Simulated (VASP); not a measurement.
A run of VASP 6.6.1 is set up as follows.

Contents of INCAR:

```
SYSTEM = Cu
PREC = Accurate
ENCUT = 600
EDIFF = 1E-7
ISMEAR = 0
SIGMA = 0.1
LREAL = .False.
LASPH = .True.
NELM = 80
ALGO = Normal
ISIF = 3
LWAVE = .False.
LCHARG = .False.
IBRION = 2
NSW = 100
EDIFFG = -0.005
```

The input KPOINTS:

```
Automatic mesh
0
Gamma
  20 20 20
  0 0 0
```

The input POSCAR:

```
Cu
1.0
    0.0000000000      1.7594476934      1.7594476934
    1.7594476934      0.0000000000      1.7594476934
    1.7594476934      1.7594476934      0.0000000000
Cu
1
Direct
    0.0000000000      0.0000000000      0.0000000000
```

Potentials or basis: VASP PAW LDA potentials, release 64 (Cu).

Launch:

```console
$ cat potpaw_LDA.64/Cu/POTCAR > POTCAR
$ mpirun -np 1 vasp_std > vasp.out
```

Problem. Predict the space group after relaxing (to 0.05 Å).

Solution. Fm-3m (No. 225).

Problem. Predict the relaxed volume.

Solution. 10.94 Å³/atom.

The path:
```
step  energy change (eV)  largest force (eV/Å)  pressure (GPa)  volume (Å³)
   1              0.0000                0.0000            0.82        10.89
   2              0.0000                0.0000           -0.67        10.98
   3             -0.0001                0.0000           -0.06        10.94
```
